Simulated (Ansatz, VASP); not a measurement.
**One calculation of GaGe, two programs**

File INCAR:

```
PREC = Accurate ; ENCUT = 520
EDIFF = 1E-7 ; ISMEAR = -1
SIGMA = 0.05 ; LREAL = F
LASPH = T ; NELM = 100
ALGO = Normal ; ISIF = 2
LWAVE = F ; LCHARG = F
GGA = PS ; NBANDS = 20
```

KPOINTS

```
Automatic mesh
0
Gamma
  6 6 6
```

Contents of POSCAR:

```
GaGe
1.0
    0.0000000000      2.8978440000      2.8978440000
    2.8978440000      0.0000000000      2.8978440000
    2.8978440000      2.8978440000      0.0000000000
Ge Ga
1 1
Direct
    0.0000000000      0.0000000000      0.0000000000
    0.2500000000      0.2500000000      0.2500000000
```

input.yaml

```yaml
crystal:
  lattice:
    - [0.0, 2.897844, 2.897844]
    - [2.897844, 0.0, 2.897844]
    - [2.897844, 2.897844, 0.0]
  atoms:
    - { symbol: Ge, position: [0.0, 0.0, 0.0] }
    - { symbol: Ga, position: [0.25, 0.25, 0.25] }
kpoints:
  mp_grid: { grid: [6, 6, 6] }
scf:
  occupations: { method: fermi_dirac, width: 0.05 }
hamiltonian:
  xc: pbesol
  pseudopotentials: { kind: all_electron, datasets: crystal }
output:
  forces: true
  stress: true
  eigenvalues: true
  elf: true
  volumetric_format: npy
```

Alike in both runs: task single point; functional PBEsol; k mesh 6 × 6 × 6; occupations fermi-dirac, width 0.05 eV; no spin polarisation.

|  | VASP | Ansatz |
| --- | --- | --- |
| version | VASP 6.6.1 | Ansatz 0.2.0 |
| potentials or method | VASP PAW PBE potentials, release 64 (Ge_d, Ga_d), cutoff 520 eV | all-electron PAW datasets made for the crystal |

|  | VASP | Ansatz | Ansatz less VASP |
| --- | --- | --- | --- |
| gap on the k mesh at the Fermi level (eV) | none | none | - |
| pressure (GPa) | -2.5 | -2.5 | +0.02 |

VASP's potentials were made for PBE, not for PBEsol. A gap of «none» marks a metal or a gap that the smearing closes. Ansatz ran all-electron here, and VASP with PAW potentials.

Noted on Ansatz's run: the k mesh is thin for a metal, which can move the energy by tens of meV per atom.
